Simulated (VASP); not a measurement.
# WSe2 in VASP: a series of runs, part 2 of 3

VASP 6.6.1. The steps go on from the part before.

## (3) Single point, PBEsol (atom 1 (W) moved by -0.277 Å along [1 0 0] and +0.553 Å along [0 0 1])

INCAR

```
SYSTEM = WSe2
  ALGO = Normal
  EDIFF = 1E-6
  ENCUT = 520
  GGA = PS
  ISIF = 2
  ISMEAR = 0
  LASPH = .TRUE.
  LCHARG = .FALSE.
  LREAL = .FALSE.
  LWAVE = .FALSE.
  NBANDS = 35
  NELM = 60
  PREC = Accurate
  SIGMA = 0.05
```

KPOINTS

```
k-points
0
G
  9 9 2
  0 0 0
```

POSCAR

```
WSe2
1.0
    3.2705808386      0.0000000000      0.0000000000
   -1.6352904193      2.8324060913      0.0000000000
    0.0000000000      0.0000000000     23.9869951139
W Se
2 4
Direct
    0.5820639573      0.3333333333      0.1606888074
    0.3333333333      0.6666666667      0.8623778584
    0.3333333333      0.6666666667      0.2073407565
    0.6666666667      0.3333333333      0.9321940382
    0.3333333333      0.6666666667      0.0678059618
    0.6666666667      0.3333333333      0.7926592435
```

Potentials or basis: VASP PAW PBE potentials, release 64 (W_sv, Se).

The run is started by

```bash
$ cat potpaw_PBE.64/W_sv/POTCAR potpaw_PBE.64/Se/POTCAR > POTCAR
$ mpirun -np 1 vasp_std > vasp.out
```

OUTCAR:

```text
SYSTEM = WSe2
   EDIFF = 1E-6
   ENCUT = 520
   GGA = PS
   ISIF = 2
   ISMEAR = 0
   LASPH = .TRUE.
   LREAL = .FALSE.
   NELM = 60
   PREC = Accurate

 ion  position               nearest neighbor table
   1  0.582  0.333  0.161-   3 2.00   3 2.21   3 2.41   5 2.78   5 2.93   5 3.08
   2  0.333  0.667  0.862-   6 2.52   6 2.52   6 2.52   4 2.52   4 2.52   4 2.52
   3  0.333  0.667  0.207-   1 2.00   1 2.21   1 2.41
   4  0.667  0.333  0.932-   2 2.52   2 2.52   2 2.52
   5  0.333  0.667  0.068-   1 2.78   1 2.93   1 3.08
   6  0.667  0.333  0.793-   2 2.52   2 2.52   2 2.52

  LATTYP: Found a hexagonal cell.
 ALAT       =     3.2705808386
 C/A-ratio  =     7.3341697691

  Lattice vectors:

 A1 = (   3.2705808386,   0.0000000000,   0.0000000000)
 A2 = (  -1.6352904193,   2.8324060913,   0.0000000000)
 A3 = (   0.0000000000,   0.0000000000,  23.9869951139)

Analysis of symmetry for initial positions (statically):
=====================================================================
 Subroutine PRICEL returns:
 Original cell was already a primitive cell.

 Routine SETGRP: Setting up the symmetry group for a
 hexagonal supercell.

 Subroutine GETGRP returns: Found  1 space group operations
 (whereof  1 operations were pure point group operations)
 out of a pool of 24 trial point group operations.

The static configuration has the point symmetry C_1 .

Analysis of symmetry for dynamics (positions and initial velocities):
=====================================================================
 Subroutine PRICEL returns:
 Original cell was already a primitive cell.

 Routine SETGRP: Setting up the symmetry group for a
 hexagonal supercell.

 Subroutine GETGRP returns: Found  1 space group operations
 (whereof  1 operations were pure point group operations)
 out of a pool of 24 trial point group operations.

The dynamic configuration has the point symmetry C_1 .

 Subroutine INISYM returns: Found  1 space group operations
 (whereof  1 operations are pure point group operations),
 and found     1 'primitive' translations

----------------------------------------------------------------------------------------

                                     Primitive cell

  volume of cell :     222.2062

  direct lattice vectors                    reciprocal lattice vectors
     3.270580839  0.000000000  0.000000000     0.305756087  0.176528359  0.000000000
    -1.635290419  2.832406091  0.000000000     0.000000000  0.353056718  0.000000000
     0.000000000  0.000000000 23.986995114     0.000000000  0.000000000  0.041689257

  length of vectors
     3.270580839  3.270580839 23.986995114     0.353056718  0.353056718  0.041689257

  position of ions in fractional coordinates (direct lattice)
     0.582063957  0.333333333  0.160688807
     0.333333333  0.666666667  0.862377858
     0.333333333  0.666666667  0.207340757
     0.666666667  0.333333333  0.932194038
     0.333333333  0.666666667  0.067805962
     0.666666667  0.333333333  0.792659243

  ion indices of the primitive-cell ions
   primitive index   ion index
                 1           1
                 2           2
                 3           3
                 4           4
                 5           5
                 6           6

----------------------------------------------------------------------------------------

 KPOINTS: k-points

Automatic generation of k-mesh.
 Grid dimensions read from file:
 generate k-points for:    9    9    2

 Generating k-lattice:

  Cartesian coordinates                     Fractional coordinates (reciprocal lattice)
     0.033972899  0.019614262  0.000000000     0.111111111  0.000000000  0.000000000
     0.000000000  0.039228524  0.000000000     0.000000000  0.111111111  0.000000000
     0.000000000  0.000000000  0.020844628     0.000000000  0.000000000  0.500000000

  Length of vectors
     0.039228524  0.039228524  0.020844628

  Shift w.r.t. Gamma in fractional coordinates (k-lattice)
     0.000000000  0.000000000  0.000000000

 Subroutine IBZKPT returns following result:
 ===========================================

 Found     82 irreducible k-points:

 Following reciprocal coordinates:
            Coordinates               Weight
  0.000000  0.000000  0.000000      1.000000
  0.111111  0.000000  0.000000      2.000000
  0.000000  0.111111  0.000000      2.000000
 -0.111111  0.111111  0.000000      2.000000
  0.222222 -0.000000  0.000000      2.000000
  0.000000  0.222222  0.000000      2.000000
[... 16 lines left out ...]
  0.333333  0.111111  0.000000      2.000000
 -0.111111  0.444444  0.000000      2.000000
 [... further k-points ...]
   k-points           NKPTS =     82   k-points in BZ     NKDIM =     82   number of bands    NBANDS=     35
   number of dos      NEDOS =    301   number of ions     NIONS =      6
   total plane-waves  NPLWV = 103680
   dimension x,y,z NGX =    24 NGY =   24 NGZ =  180
   dimension x,y,z NGXF=    48 NGYF=   48 NGZF=  360
   ions per type =               2   4
   NGX,Y,Z   is equivalent  to a cutoff of  12.20, 12.20, 12.48 a.u.
   NGXF,Y,Z  is equivalent  to a cutoff of  24.40, 24.40, 24.95 a.u.
 SYSTEM =  WSe2
   PREC   = accura    normal or accurate (medium, high low for compatibility)
   ISTART =      0    job   : 0-new  1-cont  2-samecut
   ICHARG =      2    charge: 1-file 2-atom 10-const
   ISPIN  =      1    spin polarized calculation?
   LNONCOLLINEAR =      F non collinear calculations
   LSORBIT =      F    spin-orbit coupling
   LASPH  =      T    aspherical Exc in radial PAW
   ENCUT  =  520.0 eV  38.22 Ry    6.18 a.u.   6.08  6.08 44.60*2*pi/ulx,y,z
   NELM   =     60;   NELMIN=  2; NELMDL= -5     # of ELM steps
   EDIFF  = 0.1E-05   stopping-criterion for ELM
   LREAL  =      F    real-space projection
   EDIFFG = 0.1E-04   stopping-criterion for IOM
   NSW    =      0    number of steps for IOM
   IBRION =     -1    ionic relax: 0-MD 1-quasi-New 2-CG
   NFREE  =      0    steps in history (QN), initial steepest desc. (CG)
   ISIF   =      2    stress and relaxation
   ISYM   =      2    0-nonsym 1-usesym 2-fastsym
   POTIM  = 0.5000    time-step for ionic-motion
   TEBEG  =    0.0;   TEEND  =   0.0 temperature during run
   PSTRESS=    0.0 pullay stress
   NELECT =      52.0000    total number of electrons
   NUPDOWN=      -1.0000    fix difference up-down
   EMIN   =  10.00;   EMAX   =-10.00  energy-range for DOS
   EFERMI =   0.00;   METHOD = LEGACY
   ISMEAR =     0;   SIGMA  =   0.05  broadening in eV -4-tet -1-fermi 0-gaus
   EFERMI_NEDOS =   21; number of points for ismear=-14 and -15
   IALGO  =     38    algorithm
   IMIX   =      4    mixing-type and parameters
     AMIX     =   0.40;   BMIX     =  1.00
     AMIX_MAG =   1.60;   BMIX_MAG =  1.00
  volume/ion in A,a.u.               =      37.03       249.92
  Fermi-wavevector in a.u.,A,eV,Ry     =   1.008844  1.906438 13.847540  1.017765
  Thomas-Fermi vector in A             =   2.141735
   LORBIT       =      0    0 simple, 1 ext, 2 COOP (PROOUT), +10 PAW based schemes
   GGA     = PS    functional components
   LHFCALC =     F    Hartree Fock is set to
   AEXX    =    0.0000 exact exchange contribution
   IVDW    =     0    specifies the selected vdW correction
   LEPSILON=     F    determine dielectric tensor
   LRPA    =     F    only Hartree local field effects (RPA)
 non-spin polarized calculation
 Gauss-broadening in eV      SIGMA  =   0.05
  energy-cutoff  :      520.00
  volume of cell :      222.21
 maximum number of plane-waves:      6072
   NGX = 13   NGY = 13   NGZ = 89

 number of electron      52.0000001 magnetization

 Free energy of the ion-electron system (eV)
  ---------------------------------------------------
  ext. energy  EPLUGINS =         0.00000000
  ---------------------------------------------------
  free energy    TOTEN  =       -41.25526589 eV

  energy without entropy =      -41.25241375  energy(sigma->0) =      -41.25383982

 E-fermi :   1.7192     XC(G=0):  -6.3387

 val. band max:        1.7000784721   @ k =   0.0000   0.3333   0.0000
 cond. band min:       1.7254832383   @ k =  -0.1111   0.1111   0.5000
 fundamental gap:      0.0254047662
 Fermi energy:         1.7191915792

 k-point     1 :       0.0000    0.0000    0.0000
  band No.  band energies     occupation
      1     -72.7899      2.00000
      2     -72.7810      2.00000
      3     -37.4864      2.00000
      4     -37.1659      2.00000
      5     -37.0491      2.00000
      6     -36.9007      2.00000
[... 901 lines left out ...]
     34       5.6048      0.00000
     35       6.4930      0.00000

 [... further k-points ...]
[... 5 lines left out ...]
  --------------------------------------------------------------------------------------
  -------------------------------------------------------------------------------------
  Total       13.6987139     13.5148921      8.2462393     -8.9745504      3.2644221     -8.6964566
  in kB       98.7720628     97.4466497     59.4579955    -64.7093487     23.5375162    -62.7042047
  external PRESSURE =      85.2255693 kB  Pullay stress =       0.0000000 kB

 VOLUME and BASIS-vectors are now :
 -----------------------------------------------------------------------------
  energy-cutoff  :      520.00
  volume of cell :      222.21
      direct lattice vectors                 reciprocal lattice vectors
     3.270580839  0.000000000  0.000000000     0.305756087  0.176528359  0.000000000
    -1.635290419  2.832406091  0.000000000     0.000000000  0.353056718  0.000000000
     0.000000000  0.000000000 23.986995114     0.000000000  0.000000000  0.041689257

 POSITION                                       TOTAL-FORCE (eV/Angst)
 -----------------------------------------------------------------------------------
      1.35859      0.94414      3.85444         9.154187     -2.642326    -14.162507
     -0.00000      1.88827     20.68585        -0.002811     -0.000896      0.000183
     -0.00000      1.88827      4.97348        -8.698287      2.733069     11.838904
      1.63529      0.94414     22.36053        -0.001983     -0.000231      0.074984
     -0.00000      1.88827      1.62646        -0.450957     -0.089750      2.315856
      1.63529      0.94414     19.01351        -0.000149      0.000134     -0.067419
 -----------------------------------------------------------------------------------
    total drift:                               -0.000042     -0.000003     -0.000489

  FREE ENERGIE OF THE ION-ELECTRON SYSTEM (eV)
  ---------------------------------------------------
  free  energy   TOTEN  =       -41.2552658950 eV

  energy  without entropy=      -41.2524137473  energy(sigma->0) =      -41.25383982
```

OSZICAR:

```text
N       E                     dE             d eps       ncg     rms          rms(c)
DAV:   1     0.478792222707E+03    0.47879E+03   -0.27284E+04  6732   0.131E+03
DAV:   2    -0.982102179087E+01   -0.48861E+03   -0.47531E+03  7218   0.332E+02
DAV:   3    -0.420933727174E+02   -0.32272E+02   -0.31787E+02  7095   0.824E+01
[... 16 lines left out ...]
DAV:  20    -0.412552335113E+02   -0.59410E-04   -0.32482E-06  5515   0.413E-03    0.185E-03
DAV:  21    -0.412552525427E+02   -0.19031E-04   -0.11533E-06  5104   0.241E-03    0.601E-04
DAV:  22    -0.412552615600E+02   -0.90173E-05   -0.45994E-07  4646   0.142E-03    0.283E-04
DAV:  23    -0.412552653543E+02   -0.37944E-05   -0.27261E-07  4404   0.942E-04    0.195E-04
DAV:  24    -0.412552658950E+02   -0.54062E-06   -0.30782E-08  4177   0.367E-04
   1 F= -.41255266E+02 E0= -.41253840E+02  d E =-.285215E-02
```

stdout:

```text
POSCAR found type information on POSCAR W Se
 POSCAR found :  2 types and       6 ions
 scaLAPACK will be used
 -----------------------------------------------------------------------------
|                                                                             |
|                                                                             |
|     You enforced a specific xc type in the INCAR file but a different       |
|     I HOPE YOU KNOW WHAT YOU ARE DOING!                                     |
|                                                                             |
 -----------------------------------------------------------------------------

 LDA part: xc-table for (Slater+PW92), standard interpolation
 POSCAR, INCAR and KPOINTS ok, starting setup
 FFT: planning ... GRIDC
 FFT: planning ... GRID_SOFT
 FFT: planning ... GRID
 WAVECAR not read
 entering main loop
```

Wall time 10 min (1 thread of AMD EPYC 9R45 (Zen 5), shared host); peak memory 0.64 GiB.

What came out:

```
Free energy            : -41.2553 eV
Largest force          : 17.069 eV/Å
Band gap on the k mesh : zero (bands 26 and 27 overlap by 0.82 eV)
```

Forces in eV/Å, atoms in the order of the input:
```
W     9.154  -2.642 -14.163
W    -0.003  -0.001   0.000
Se   -8.698   2.733  11.839
Se   -0.002   0.000   0.075
Se   -0.451  -0.090   2.316
Se    0.000   0.000  -0.067
```

Caveat: the cell differs from its parent crystal (atom 1 (W) moved by -0.277 Å along [1 0 0] and +0.553 Å along [0 0 1]); the PAW data sets were made with another functional, which shifts forces and pressure a little; spin-orbit coupling is left out, which moves the levels of the heavy elements.

[end of part 2 of 3]
